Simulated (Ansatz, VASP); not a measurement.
One calculation of Mn, two programs

```
CELL_PARAMETERS angstrom
4.80820 2.77602 0.85870
-4.80820 2.77602 0.85870
0.00000 -5.55203 0.85870
ATOMIC_POSITIONS crystal
Mn 0.46014 0.22663 0.05560
Mn 0.05560 0.46014 0.22663
Mn 0.22663 0.05560 0.46014
Mn 0.53986 0.77337 0.94440
Mn 0.94440 0.53986 0.77337
Mn 0.77337 0.94440 0.53986
```

Alike in both runs: functional PBE; k mesh 6 × 6 × 6; occupations gaussian, width 0.1 eV; no spin polarisation.

Ansatz relaxed the structure, and its values are those at the end. VASP's run is a single point on that final structure, the one shown.

|  | VASP | Ansatz |
| --- | --- | --- |
| version | VASP 6.6.1 | Ansatz 0.2.0 |
| potentials or method | VASP PAW PBE potentials, release 64 (Mn_pv), cutoff 520 eV | scalar-relativistic, plane waves, PAW |
| valence electrons in the cell | 78 | 90 |

```csv
,VASP,Ansatz,Ansatz less VASP
gap on the k mesh at the Fermi level (eV),none,none,-
pressure (GPa),0.1,0.1,+0.04
```

A gap of «none» marks a metal or a gap that the smearing closes. VASP's potentials hold 78 valence electrons a cell and Ansatz's 90, so a difference there can come from the potentials and not from the codes.

The k mesh is coarse, so the values compare programs but aren't converged.
